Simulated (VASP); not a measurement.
# BPd4 (P3m1) in VASP: single point with PBE

Aim: the single point of BPd4 with PBE.

Everything below comes from runs of VASP 6.6.1. Logs are shortened: lines on timing, memory, paths and dates and some standing lists are left out, and cuts for length are marked.

### Step 1. The cell of the first run

Symmetry: P3m1, No. 156, trigonal system. The conventional cell has a = 3.937 Å, b = 3.937 Å, c = 5.012 Å, α = 90.00°, β = 90.00°, γ = 120.00°. Within 2.5 Å of B (site symmetry 3m) lie 3 Pd at 1.90 Å. Within 2.5 Å of Pd (site symmetry m) lie 4 Pd at 1.89 to 2.05 Å and 1 B at 1.90 Å. Pd (site symmetry 3m) has 3 B at 2.63 Å and 12 Pd at 2.91 to 3.48 Å within 3.5 Å.

The cell was generated, and may not be a known phase.

### Step 2. Single point, PBE

The input, INCAR:

```
SYSTEM = BPd4
  PREC = Accurate
  ENCUT = 630
  EDIFF = 1E-6
  ISMEAR = 0
  SIGMA = 0.1
  LREAL = .False.
  LASPH = .True.
  NELM = 120
  ALGO = Normal
  ISIF = 2
  LWAVE = .False.
  LCHARG = .True.
  GGA = PE
  LELF = .True.
  LVHAR = .True.
  NBANDS = 46
  GGA_COMPAT = .False.
```

The input, KPOINTS:

```
Automatic mesh
0
Gamma
  6 6 4
  0 0 0
```

The input, POSCAR:

```
BPd4
1.0
    3.9370124800      0.0000000000      0.0000000000
   -1.9685062400      3.4095528200      0.0000000000
    0.0000000000      0.0000000000      5.0121224200
B Pd
1 4
Direct
    0.6666666700      0.3333333300      0.8955861600
    0.5066695600      0.4933304400      0.5859656400
    0.5066695600      0.0133391300      0.5859656400
    0.9866608700      0.4933304400      0.5859656400
    0.0000000000      0.0000000000      0.1588107500
```

Potentials or basis: VASP PAW PBE potentials, release 64 (B, Pd_sv_GW).

The run is started by

```bash
$ cat potpaw_PBE.64/B/POTCAR potpaw_PBE.64/Pd_sv_GW/POTCAR > POTCAR
$ mpirun -np 1 vasp_std > vasp.out
```

OUTCAR:

```text
SYSTEM = BPd4
   PREC = Accurate
   ENCUT = 630
   EDIFF = 1E-6
   ISMEAR = 0
   LREAL = .False.
   LASPH = .True.
   NELM = 120
   ISIF = 2
   GGA = PE

 ion  position               nearest neighbor table
   1  0.667  0.333  0.896-   3 1.90   4 1.90   2 1.90
   2  0.507  0.493  0.586-   3 1.89   4 1.89   1 1.90   3 2.05   4 2.05
   3  0.507  0.013  0.586-   2 1.89   4 1.89   1 1.90   2 2.05   4 2.05
   4  0.987  0.493  0.586-   3 1.89   2 1.89   1 1.90   3 2.05   2 2.05
   5  0.000  0.000  0.159-

  LATTYP: Found a hexagonal cell.
 ALAT       =     3.9370124800
 C/A-ratio  =     1.2730776053

  Lattice vectors:

 A1 = (   3.9370124800,   0.0000000000,   0.0000000000)
 A2 = (  -1.9685062400,   3.4095528200,   0.0000000000)
 A3 = (   0.0000000000,   0.0000000000,   5.0121224200)

Analysis of symmetry for initial positions (statically):
=====================================================================
 Subroutine PRICEL returns:
 Original cell was already a primitive cell.

 Routine SETGRP: Setting up the symmetry group for a
 hexagonal supercell.

 Subroutine GETGRP returns: Found  6 space group operations
 (whereof  6 operations were pure point group operations)
 out of a pool of 24 trial point group operations.

The static configuration has the point symmetry C_3v.

Analysis of symmetry for dynamics (positions and initial velocities):
=====================================================================
 Subroutine PRICEL returns:
 Original cell was already a primitive cell.

 Routine SETGRP: Setting up the symmetry group for a
 hexagonal supercell.

 Subroutine GETGRP returns: Found  6 space group operations
 (whereof  6 operations were pure point group operations)
 out of a pool of 24 trial point group operations.

The dynamic configuration has the point symmetry C_3v.

 Subroutine INISYM returns: Found  6 space group operations
 (whereof  6 operations are pure point group operations),
 and found     1 'primitive' translations

----------------------------------------------------------------------------------------

                                     Primitive cell

  volume of cell :      67.2800

  direct lattice vectors                    reciprocal lattice vectors
     3.937012480  0.000000000  0.000000000     0.253999703  0.146646797  0.000000000
    -1.968506240  3.409552820  0.000000000     0.000000000  0.293293594  0.000000000
     0.000000000  0.000000000  5.012122420     0.000000000  0.000000000  0.199516276

  length of vectors
     3.937012480  3.937012478  5.012122420     0.293293594  0.293293594  0.199516276

  position of ions in fractional coordinates (direct lattice)
     0.666666670  0.333333330  0.895586160
     0.506669560  0.493330440  0.585965640
     0.506669560  0.013339130  0.585965640
     0.986660870  0.493330440  0.585965640
     0.000000000  0.000000000  0.158810750

  ion indices of the primitive-cell ions
   primitive index   ion index
                 1           1
                 2           2
                 3           3
                 4           4
                 5           5

----------------------------------------------------------------------------------------

 KPOINTS: Automatic mesh

Automatic generation of k-mesh.
 Grid dimensions read from file:
 generate k-points for:    6    6    4

 Generating k-lattice:

  Cartesian coordinates                     Fractional coordinates (reciprocal lattice)
     0.042333284  0.024441133  0.000000000     0.166666667  0.000000000  0.000000000
     0.000000000  0.048882266  0.000000000     0.000000000  0.166666667  0.000000000
     0.000000000  0.000000000  0.049879069     0.000000000  0.000000000  0.250000000

  Length of vectors
     0.048882266  0.048882266  0.049879069

  Shift w.r.t. Gamma in fractional coordinates (k-lattice)
     0.000000000  0.000000000  0.000000000

 Subroutine IBZKPT returns following result:
 ===========================================

 Found     24 irreducible k-points:

 Following reciprocal coordinates:
            Coordinates               Weight
  0.000000  0.000000  0.000000      1.000000
  0.166667  0.000000  0.000000      6.000000
  0.333333 -0.000000  0.000000      6.000000
  0.500000 -0.000000  0.000000      3.000000
  0.166667  0.166667  0.000000      6.000000
  0.333333  0.166667  0.000000     12.000000
[... 16 lines left out ...]
  0.333333  0.166667  0.500000     12.000000
  0.333333  0.333333  0.500000      2.000000
   k-points           NKPTS =     24   k-points in BZ     NKDIM =     24   number of bands    NBANDS=     46
   number of dos      NEDOS =    301   number of ions     NIONS =      5
   total plane-waves  NPLWV =  43008
   dimension x,y,z NGX =    32 NGY =   32 NGZ =   42
   dimension x,y,z NGXF=    64 NGYF=   64 NGZF=   84
   ions per type =               1   4
   NGX,Y,Z   is equivalent  to a cutoff of  13.51, 13.51, 13.93 a.u.
   NGXF,Y,Z  is equivalent  to a cutoff of  27.02, 27.02, 27.86 a.u.
 SYSTEM =  BPd4
   PREC   = accura    normal or accurate (medium, high low for compatibility)
   ISTART =      0    job   : 0-new  1-cont  2-samecut
   ICHARG =      2    charge: 1-file 2-atom 10-const
   ISPIN  =      1    spin polarized calculation?
   LNONCOLLINEAR =      F non collinear calculations
   LSORBIT =      F    spin-orbit coupling
   LASPH  =      T    aspherical Exc in radial PAW
   ENCUT  =  630.0 eV  46.30 Ry    6.80 a.u.   8.06  8.06 10.26*2*pi/ulx,y,z
   NELM   =    120;   NELMIN=  2; NELMDL= -5     # of ELM steps
   EDIFF  = 0.1E-05   stopping-criterion for ELM
   LREAL  =      F    real-space projection
   EDIFFG = 0.1E-04   stopping-criterion for IOM
   NSW    =      0    number of steps for IOM
   IBRION =     -1    ionic relax: 0-MD 1-quasi-New 2-CG
   NFREE  =      0    steps in history (QN), initial steepest desc. (CG)
   ISIF   =      2    stress and relaxation
   ISYM   =      2    0-nonsym 1-usesym 2-fastsym
   POTIM  = 0.5000    time-step for ionic-motion
   TEBEG  =    0.0;   TEEND  =   0.0 temperature during run
   PSTRESS=    0.0 pullay stress
   NELECT =      75.0000    total number of electrons
   NUPDOWN=      -1.0000    fix difference up-down
   EMIN   =  10.00;   EMAX   =-10.00  energy-range for DOS
   EFERMI =   0.00;   METHOD = LEGACY
   ISMEAR =     0;   SIGMA  =   0.10  broadening in eV -4-tet -1-fermi 0-gaus
   EFERMI_NEDOS =   21; number of points for ismear=-14 and -15
   IALGO  =     38    algorithm
   IMIX   =      4    mixing-type and parameters
     AMIX     =   0.40;   BMIX     =  1.00
     AMIX_MAG =   1.60;   BMIX_MAG =  1.00
  volume/ion in A,a.u.               =      13.46        90.81
  Fermi-wavevector in a.u.,A,eV,Ry     =   1.697462  3.207737 39.203499  2.881376
  Thomas-Fermi vector in A             =   2.778138
   LORBIT       =      0    0 simple, 1 ext, 2 COOP (PROOUT), +10 PAW based schemes
   GGA     = PE    functional components
   LHFCALC =     F    Hartree Fock is set to
   AEXX    =    0.0000 exact exchange contribution
   IVDW    =     0    specifies the selected vdW correction
   LEPSILON=     F    determine dielectric tensor
   LRPA    =     F    only Hartree local field effects (RPA)
 non-spin polarized calculation
 Gauss-broadening in eV      SIGMA  =   0.10
  energy-cutoff  :      630.00
  volume of cell :       67.28
 maximum number of plane-waves:      2430
   NGX = 17   NGY = 17   NGZ = 21

 number of electron      74.9999999 magnetization

 Free energy of the ion-electron system (eV)
  ---------------------------------------------------
  ext. energy  EPLUGINS =         0.00000000
  ---------------------------------------------------
  free energy    TOTEN  =         5.84956815 eV

  energy without entropy =        5.87007446  energy(sigma->0) =        5.85982131

 E-fermi :   9.0089     XC(G=0): -12.7168

 val. band max:        8.9936146156   @ k =   0.3333  -0.0000   0.2500
 cond. band min:       9.0226688203   @ k =   0.3333   0.1667   0.2500
 fundamental gap:      0.0290542047
 Fermi energy:         9.0088886673

 k-point     1 :       0.0000    0.0000    0.0000
  band No.  band energies     occupation
      1     -78.6940      2.00000
      2     -77.2030      2.00000
      3     -77.2030      2.00000
      4     -74.8707      2.00000
      5     -48.2115      2.00000
      6     -45.2211      2.00000
[... 38 lines left out ...]
     45      17.1296      0.00000
     46      18.9015      0.00000

 k-point     2 :       0.1667    0.0000    0.0000
  band No.  band energies     occupation
      1     -78.6284      2.00000
      2     -77.2831      2.00000
      3     -77.2042      2.00000
      4     -74.8707      2.00000
      5     -47.9491      2.00000
      6     -45.1976      2.00000
[... 38 lines left out ...]
     45      16.9883      0.00000
     46      18.7991      0.00000

 k-point     3 :       0.3333   -0.0000    0.0000
  band No.  band energies     occupation
      1     -78.4670      2.00000
      2     -77.4732      2.00000
      3     -77.2065      2.00000
      4     -74.8706      2.00000
      5     -47.3315      2.00000
      6     -45.0896      2.00000
[... 38 lines left out ...]
     45      17.5774      0.00000
     46      18.4965      0.00000

 k-point     4 :       0.5000   -0.0000    0.0000
  band No.  band energies     occupation
      1     -78.3574      2.00000
      2     -77.5970      2.00000
      3     -77.2077      2.00000
      4     -74.8706      2.00000
      5     -46.9535      2.00000
      6     -44.9215      2.00000
[... 920 lines left out ...]
     45      17.2788      0.00000
     46      19.9891      0.00000

 k-point    23 :       0.3333    0.1667    0.5000
  band No.  band energies     occupation
      1     -78.3578      2.00000
      2     -77.5957      2.00000
      3     -77.2086      2.00000
      4     -74.8706      2.00000
      5     -46.8857      2.00000
      6     -45.1246      2.00000
[... 38 lines left out ...]
     45      17.6326      0.00000
     46      20.5054      0.00000

 k-point    24 :       0.3333    0.3333    0.5000
  band No.  band energies     occupation
      1     -78.2877      2.00000
      2     -77.6720      2.00000
      3     -77.2101      2.00000
      4     -74.8706      2.00000
      5     -46.5075      2.00000
      6     -45.3312      2.00000
[... 38 lines left out ...]
     45      17.4987      0.00000
     46      21.4870      0.00000

------------------------ aborting loop because EDIFF is reached ----------------------------------------

  FORCE on cell =-STRESS in cart. coord.  units (eV):
  Direction    XX          YY          ZZ          XY          YZ          ZX
  --------------------------------------------------------------------------------------
  -------------------------------------------------------------------------------------
  Total      113.4416335    113.4416334      8.4706864      0.0000000      0.0000000      0.0000000
  in kB     2701.4514679   2701.4514636    201.7173726      0.0000000      0.0000000      0.0000000
  external PRESSURE =    1868.2067680 kB  Pullay stress =       0.0000000 kB

 VOLUME and BASIS-vectors are now :
 -----------------------------------------------------------------------------
  energy-cutoff  :      630.00
  volume of cell :       67.28
      direct lattice vectors                 reciprocal lattice vectors
     3.937012480  0.000000000  0.000000000     0.253999703  0.146646797  0.000000000
    -1.968506240  3.409552820  0.000000000     0.000000000  0.293293594  0.000000000
     0.000000000  0.000000000  5.012122420     0.000000000  0.000000000  0.199516276

 POSITION                                       TOTAL-FORCE (eV/Angst)
 -----------------------------------------------------------------------------------
      1.96851      1.13652      4.48879        -0.000000      0.000000      7.845262
      1.02364      1.68204      2.93693       -19.422819     11.213770     -2.237103
      1.96851      0.04548      2.93693        -0.000000    -22.427540     -2.237103
      2.91337      1.68204      2.93693        19.422819     11.213770     -2.237103
      0.00000      0.00000      0.79598        -0.000000      0.000000     -1.133952
 -----------------------------------------------------------------------------------
    total drift:                                0.000199     -0.000115      0.004087

  FREE ENERGIE OF THE ION-ELECTRON SYSTEM (eV)
  ---------------------------------------------------
  free  energy   TOTEN  =         5.8495681499 eV

  energy  without entropy=        5.8700744642  energy(sigma->0) =        5.85982131
```

It took 85 s on 1 thread of Intel Xeon 6975P-C (Granite Rapids), shared host; peak memory 0.25 GiB.

What came out:

```yaml
Free_energy: 5.8496 eV
Pressure: 186.8 GPa
Largest_force: 22.539 eV/Å
Band_gap_on_the_k_mesh: zero (an odd number of electrons rules out a gap without spin polarisation)
```

Forces in eV/Å, atoms in the order of the input:
```
B     0.000   0.000   7.845
Pd  -19.423  11.214  -2.237
Pd    0.000 -22.428  -2.237
Pd   19.423  11.214  -2.237
Pd    0.000   0.000  -1.134
```

Caveat: atoms lie so close that the PAW spheres overlap strongly, which falsifies energies and pressures; the stress differs along the axes, from 20 to 270 GPa; forces of over 1 eV/Å act on the atoms, so gaps and moduli don't describe the material at rest.

The gap in the log of VASP goes by the Fermi energy; the results here count the filled bands.